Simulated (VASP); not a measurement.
# WSe (Fm-3m) in VASP: notebook, part 2 of 2

VASP 6.6.1. The steps go on from the part before.

## 3. Single point, r2SCAN+U

This run uses another cell than the first one, of 22.29 Å³/atom, 1.175 times its volume.

File POSCAR:

```
WSe
1.0
    0.0000000000      2.8144469487      2.8144469487
    2.8144469487      0.0000000000      2.8144469487
    2.8144469487      2.8144469487      0.0000000000
W Se
1 1
Direct
    0.0000000000      0.0000000000      0.0000000000
    0.5000000000      0.5000000000      0.5000000000
```

File INCAR.step1:

```
SYSTEM = WSe
PREC = Accurate ; ENCUT = 520
ISMEAR = 0 ; SIGMA = 0.1
LREAL = .False. ; LASPH = .True.
NELM = 150 ; LMAXMIX = 4
LDAU = .True. ; LDAUTYPE = 2
LDAUL = 2 -1 ; LDAUU = 6.2 0
LDAUJ = 0 0 ; NBANDS = 17
GGA = PE ; ALGO = Normal
EDIFF = 1E-4 ; LWAVE = .True.
LCHARG = .False.
```

File INCAR.step2:

```
SYSTEM = WSe
PREC = Accurate ; ENCUT = 520
EDIFF = 1E-7 ; ISMEAR = 0
SIGMA = 0.1 ; LREAL = .False.
LASPH = .True. ; NELM = 150
ALGO = Normal ; ISIF = 2
LWAVE = .False. ; LCHARG = .False.
LMAXMIX = 4 ; LDAU = .True.
LDAUTYPE = 2 ; LDAUL = 2 -1
LDAUU = 6.2 0 ; LDAUJ = 0 0
LDAUPRINT = 1 ; METAGGA = R2SCAN
LMIXTAU = .True. ; NBANDS = 17
ISTART = 1
```

File KPOINTS:

```
Automatic mesh
0
Gamma
  12 12 12
  0 0 0
```

Potentials or basis: VASP PAW PBE potentials, release 64 (W_sv, Se).

Command:

```
cat potpaw_PBE.64/W_sv/POTCAR potpaw_PBE.64/Se/POTCAR > POTCAR
cp INCAR.step1 INCAR
mpirun -np 1 vasp_std > vasp.out
cp INCAR.step2 INCAR
mpirun -np 1 vasp_std > vasp.out
```

OUTCAR:

```text
SYSTEM = WSe
   PREC = Accurate
   ENCUT = 520
   EDIFF = 1E-7
   ISMEAR = 0
   LREAL = .False.
   LASPH = .True.
   NELM = 150
   ISIF = 2
   METAGGA = R2SCAN
   ISTART = 1

 ion  position               nearest neighbor table
   1  0.000  0.000  0.000-   2 2.81   2 2.81   2 2.81   2 2.81   2 2.81   2 2.81
   2  0.500  0.500  0.500-   1 2.81   1 2.81   1 2.81   1 2.81   1 2.81   1 2.81

  LATTYP: Found a face centered cubic cell.
 ALAT       =     5.6288938974

  Lattice vectors:

 A1 = (   0.0000000000,   2.8144469487,   2.8144469487)
 A2 = (   2.8144469487,   0.0000000000,   2.8144469487)
 A3 = (   2.8144469487,   2.8144469487,   0.0000000000)

Analysis of symmetry for initial positions (statically):
=====================================================================
 Subroutine PRICEL returns:
 Original cell was already a primitive cell.

 Routine SETGRP: Setting up the symmetry group for a
 face centered cubic supercell.

 Subroutine GETGRP returns: Found 48 space group operations
 (whereof 48 operations were pure point group operations)
 out of a pool of 48 trial point group operations.

The static configuration has the point symmetry O_h .

Analysis of symmetry for dynamics (positions and initial velocities):
[... 192 lines left out ...]
  ---------------------------------------------------
  free energy    TOTEN  =       -56.06921212 eV

  energy without entropy =      -56.04107517  energy(sigma->0) =      -56.05514364

 E-fermi :   6.6217     XC(G=0): -11.4376

 val. band max:        6.6210027494   @ k =  -0.3333   0.5000   0.1667
 cond. band min:       6.6258268887   @ k =   0.5000   0.1667   0.0833
 fundamental gap:      0.0048241393
 Fermi energy:         6.6217000853

 k-point     1 :       0.0000    0.0000    0.0000
  band No.  band energies     occupation
      1     -70.4244      2.00000
      2     -33.9207      2.00000
      3     -33.9207      2.00000
      4     -33.9206      2.00000
      5      -9.0061      2.00000
      6       4.0728      2.00000
[... 457 lines left out ...]
      4     -33.9256      2.00000
      5      -7.8372      2.00000
      6      -0.5012      2.00000
[... 9 lines left out ...]
     16      13.8411      0.00000
     17      14.4875      0.00000

 [... further k-points ...]
[... 5 lines left out ...]
  --------------------------------------------------------------------------------------
  -------------------------------------------------------------------------------------
  Total       -3.7370512     -3.7370512     -3.7370512      0.0000000      0.0000000     -0.0000000
  in kB     -134.2859053   -134.2859053   -134.2859053      0.0000000      0.0000000     -0.0000000
  external PRESSURE =    -134.2859053 kB  Pullay stress =       0.0000000 kB

 VOLUME and BASIS-vectors are now :
 -----------------------------------------------------------------------------
  energy-cutoff  :      520.00
  volume of cell :       44.59
      direct lattice vectors                 reciprocal lattice vectors
     0.000000000  2.814446949  2.814446949    -0.177654797  0.177654797  0.177654797
     2.814446949  0.000000000  2.814446949     0.177654797 -0.177654797  0.177654797
     2.814446949  2.814446949  0.000000000     0.177654797  0.177654797 -0.177654797

 POSITION                                       TOTAL-FORCE (eV/Angst)
 -----------------------------------------------------------------------------------
      0.00000      0.00000      0.00000         0.000000      0.000000      0.000000
      2.81445      2.81445      2.81445         0.000000      0.000000     -0.000000
 -----------------------------------------------------------------------------------
    total drift:                               -0.000000      0.000000      0.000000

  FREE ENERGIE OF THE ION-ELECTRON SYSTEM (eV)
  ---------------------------------------------------
  free  energy   TOTEN  =       -56.0692121163 eV

  energy  without entropy=      -56.0410751731  energy(sigma->0) =      -56.05514364
```

OUTCAR.step1:

```text
SYSTEM = WSe
   PREC = Accurate
   ENCUT = 520
   ISMEAR = 0
   LREAL = .False.
   LASPH = .True.
[... 706 lines left out ...]
      0.00000      0.00000      0.00000         0.000000      0.000000     -0.000000
      2.81445      2.81445      2.81445         0.000000      0.000000      0.000000
 -----------------------------------------------------------------------------------
    total drift:                               -0.000000      0.000000      0.000000

  FREE ENERGIE OF THE ION-ELECTRON SYSTEM (eV)
  ---------------------------------------------------
  free  energy   TOTEN  =        -6.8889806614 eV

  energy  without entropy=       -6.8596869760  energy(sigma->0) =       -6.87433382
```

OSZICAR.step1:

```text
N       E                     dE             d eps       ncg     rms          rms(c)
DAV:   1     0.142850385836E+03    0.14285E+03   -0.10003E+04  2448   0.116E+03
DAV:   2    -0.284205041180E+01   -0.14569E+03   -0.14226E+03  3067   0.309E+02
[... 12 lines left out ...]
DAV:  57    -0.687902162607E+01   -0.22864E-02   -0.77329E-04  2399   0.118E-01    0.287E-01
DAV:  58    -0.688725403971E+01   -0.82324E-02   -0.11132E-02  2498   0.345E-01    0.153E-01
DAV:  59    -0.688876843710E+01   -0.15144E-02   -0.18664E-03  2560   0.208E-01    0.102E-01
DAV:  60    -0.688818594522E+01    0.58249E-03   -0.50043E-03  2507   0.274E-01    0.996E-02
DAV:  61    -0.688760186435E+01    0.58408E-03   -0.27087E-04  2399   0.774E-02    0.118E-01
DAV:  62    -0.688900130581E+01   -0.13994E-02   -0.23820E-03  2385   0.178E-01    0.783E-02
DAV:  63    -0.688898066145E+01    0.20644E-04   -0.74704E-04  2357   0.102E-01
   1 F= -.68889807E+01 E0= -.68743338E+01  d E =-.292937E-01
```

Wall time 3.8 min (1 thread of Intel Xeon 6975P-C (Granite Rapids), shared host); peak memory 0.21 GiB.

Results:

* Free energy: -56.0692 eV
* Pressure: -13.4 GPa
* Band gap on the k mesh: zero (band 10 reaches 6.95 eV, above the bottom of band 11 at 4.95 eV)

Levels at points of the mesh, in eV from the Fermi level:
```csv
k point,band 7,band 8,band 9,band 10,band 11,band 12,band 13,band 14
"(0.00, 0.00, 0.00)",-2.55,-2.55,-1.67,-1.67,-1.67,0.32,0.64,0.64
"(0.50, 0.00, 0.00)",-4.51,-4.51,-0.05,-0.05,0.05,2.45,5.48,5.48
"(0.50, 0.50, 0.00)",-3.87,-3.87,-2.88,-0.02,0.28,0.28,1.51,3.22
```

Eigenvalues of the final occupation matrices:
```
    site  spin  trace               eigenvalues
site 1 d     1   1.63  0.10 0.10 0.48 0.48 0.48
site 1 d     2   1.63  0.10 0.10 0.48 0.48 0.48
```

Caveat: the PAW data sets were made with another functional, which shifts forces and pressure a little; spin-orbit coupling is left out, which moves the levels of the heavy elements; U without spin polarisation on a metal has little footing.

## 4. Single point, r2SCAN+U

This run uses another cell than the first one, of 23.22 Å³/atom, 1.224 times its volume.

File POSCAR:

```
WSe
1.0
    0.0000000000      2.8530058079      2.8530058079
    2.8530058079      0.0000000000      2.8530058079
    2.8530058079      2.8530058079      0.0000000000
W Se
1 1
Direct
    0.0000000000      0.0000000000      0.0000000000
    0.5000000000      0.5000000000      0.5000000000
```

File INCAR.step1:

```
PREC = Accurate ; ENCUT = 520
ISMEAR = 0 ; SIGMA = 0.1
LREAL = F ; LASPH = T
NELM = 150 ; LMAXMIX = 4
LDAU = T ; LDAUTYPE = 2
LDAUL = 2 -1 ; LDAUU = 6.2 0
LDAUJ = 0 0 ; NBANDS = 17
GGA = PE ; ALGO = Normal
EDIFF = 1E-4 ; LWAVE = T
LCHARG = F
```

File INCAR.step2:

```
PREC = Accurate ; ENCUT = 520
EDIFF = 1E-6 ; ISMEAR = 0
SIGMA = 0.1 ; LREAL = F
LASPH = T ; NELM = 150
ALGO = Normal ; ISIF = 2
LWAVE = F ; LCHARG = F
LMAXMIX = 4 ; LDAU = T
LDAUTYPE = 2 ; LDAUL = 2 -1
LDAUU = 6.2 0 ; LDAUJ = 0 0
LDAUPRINT = 1 ; METAGGA = R2SCAN
LMIXTAU = T ; NBANDS = 17
ISTART = 1
```

File KPOINTS:

```
regular mesh
0
Gamma
  12 12 12
```

Command:

```
cat potpaw_PBE.64/W_sv/POTCAR potpaw_PBE.64/Se/POTCAR > POTCAR
cp INCAR.step1 INCAR
mpirun -np 1 vasp_std > vasp.out
cp INCAR.step2 INCAR
mpirun -np 1 vasp_std > vasp.out
```

It took 5.8 min on 1 thread of Intel Xeon 6975P-C (Granite Rapids), shared host; peak memory 0.21 GiB.

Results (log left out):

| Property | Result |
| --- | --- |
| Free energy | -55.9015 eV |
| Pressure | -15.5 GPa |
| Band gap on the k mesh | zero (band 10 reaches 6.44 eV, above the bottom of band 11 at 4.60 eV) |

Levels at points of the mesh, in eV from the Fermi level:
```csv
k point,band 8,band 9,band 10,band 11,band 12,band 13
"(0.00, 0.00, 0.00)",-2.46,-1.54,-1.54,-1.54,0.12,0.79
"(0.50, 0.00, 0.00)",-4.28,-0.04,-0.04,0.04,2.48,5.31
"(0.50, 0.50, 0.00)",-3.71,-2.66,-0.06,0.26,0.26,1.62
```

Eigenvalues of the final occupation matrices:
```tsv
site	spin	trace	eigenvalues
site 1 d	1	1.63	0.09 0.09 0.48 0.48 0.48
site 1 d	2	1.63	0.09 0.09 0.48 0.48 0.48
```

Caveat: the PAW data sets were made with another functional, which shifts forces and pressure a little; spin-orbit coupling is left out, which moves the levels of the heavy elements; U without spin polarisation on a metal has little footing.

## 5. Overview

| cell | gap on the mesh (eV) | pressure (GPa) |
| --- | --- | --- |
| a = 3.772 Å, angles 60.0°, 2 atoms | none | 1.0 |
| a = 3.980 Å, angles 60.0°, 2 atoms | none | -13.4 |
| a = 4.035 Å, angles 60.0°, 2 atoms | none | -15.5 |

Alike in all rows: task single point; level r2SCAN+U; potentials or basis VASP PAW PBE potentials, release 64 (W_sv, Se); no spin polarisation; W d U = 6.2 eV; k mesh 12 × 12 × 12; cutoff (eV) 520; smearing gaussian 0.1 eV.

Caveats: the PAW data sets were made with another functional, which shifts forces and pressure a little; spin-orbit coupling is left out, which moves the levels of the heavy elements; U without spin polarisation on a metal has little footing.

Absolute energies hang on the potentials; compare differences alone.
